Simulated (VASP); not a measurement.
A run of VASP 6.6.1:

The input INCAR:

```
ALGO = Normal ; EDIFF = 1E-6
ENCUT = 520 ; GGA = PE
ISIF = 2 ; ISMEAR = 0
ISPIN = 2 ; LASPH = T
LCHARG = F ; LMAXMIX = 4
LORBIT = 11 ; LREAL = F
LWAVE = F ; MAGMOM = 0
NBANDS = 15 ; NELM = 150
NUPDOWN = 0.0 ; PREC = Accurate
SIGMA = 0.1
```

Contents of KPOINTS:

```
k-points
0
Gamma
  14 14 14
```

Contents of POSCAR:

```
Ni
1.0
    0.0000000000      1.7677500000      1.7677500000
    1.7677500000      0.0000000000      1.7677500000
    1.7677500000      1.7677500000      0.0000000000
Ni
1
Direct
    0.0000000000      0.0000000000      0.0000000000
```

Potentials or basis: VASP PAW PBE potentials, release 64 (Ni).

Launch:

```bash
$ cat potpaw_PBE.64/Ni/POTCAR > POTCAR
$ mpirun -np 1 vasp_std > vasp.out
```

Hardware: 1 thread of Intel(R) Xeon(R) Platinum 8259CL CPU @ 2.50GHz (Skylake/Cascade Lake), with other jobs on the host.

Question: How long does it take, and how much memory?

Answer: It took 28 s on 1 thread of Intel(R) Xeon(R) Platinum 8259CL CPU @ 2.50GHz (Skylake/Cascade Lake) (shared host), peak memory 0.15 GiB. Counts: scf iterations 11, k points 104.
